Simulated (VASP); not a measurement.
# CaF2: relaxation of cell and atoms with r2SCAN

CaF2:

```
Ca F
1.0
     0.00000    2.71945    2.71945
     2.71945    0.00000    2.71945
     2.71945    2.71945    0.00000
Ca F
1 2
Direct
  0.00000 0.00000 0.00000
  0.25000 0.25000 0.25000
  0.75000 0.75000 0.75000
```

* Program: VASP 6.6.1
* Task: relaxation of cell and atoms
* Functional: r2SCAN
* Potentials or basis: VASP PAW PBE potentials, release 64 (Ca_sv, F)
* Cutoff: 660 eV
* k mesh: 8 × 8 × 8
* Occupations: gaussian, width 0.01 eV
* Spin: no spin polarisation
* Target pressure: 10 GPa
* Dipole correction: no
* Further INCAR settings: ALGO = Normal; EDIFF = 1e-07; IBRION = 2; EDIFFG = -0.002; NSW = 100; ISIF = 3

```yaml
Relaxed_volume: 12.32 Å³/atom
Relaxed_cell: a = 3.739 Å, b = 3.739 Å, c = 3.739 Å, α = 60.00°, β = 60.00°, γ = 60.00°
Space_group_after_relaxing_to_0.1_Å: Fm-3m (No. 225)
Energy_change_on_relaxing_the_run_minimises_the_enthalpy: +32.9 meV/atom
Ionic_steps: 3
Pressure_after_relaxing: 10.0 GPa
Band_gap_on_the_k_mesh: 8.55 eV (least direct gap 8.82 eV)
```

Step by step:
```tsv
step	energy change (eV)	largest force (eV/Å)	pressure (GPa)	volume (Å³)
1	0.0000	0.0000	0.43	40.22
2	0.1934	0.0000	14.91	35.74
3	0.0988	0.0000	10.03	36.96
```

Final structure:
```
Ca F
1.0
     0.00000    2.64387    2.64387
     2.64387    0.00000    2.64387
     2.64387    2.64387    0.00000
Ca F
1 2
Cartesian
  0.0000 0.0000 0.0000
  1.3219 1.3219 1.3219
  3.9658 3.9658 3.9658
```

Levels at points of the mesh, in eV from the valence-band top:
```
           k point  band 9  band 10  band 11  band 12  band 13  band 14  band 15  band 16
(0.00, 0.00, 0.00)   -2.43    -0.27    -0.27    -0.27     8.55    10.39    10.39    12.96
(0.50, 0.00, 0.00)   -1.39    -1.36    -0.90    -0.90    10.63    10.63    11.32    11.73
(0.50, 0.50, 0.00)   -1.78    -0.42    -0.42     0.00     9.03    11.03    11.47    12.47
```

Run time: 7.6 min on 1 thread of Intel(R) Xeon(R) Platinum 8259CL CPU @ 2.50GHz (Skylake/Cascade Lake) (shared host), peak memory 0.21 GiB.

Caveat: the cell is relaxed towards a set pressure, so the run minimises the enthalpy, not the energy; the PAW data sets were made with another functional, which shifts forces and pressure a little. A k mesh can miss the band edges.
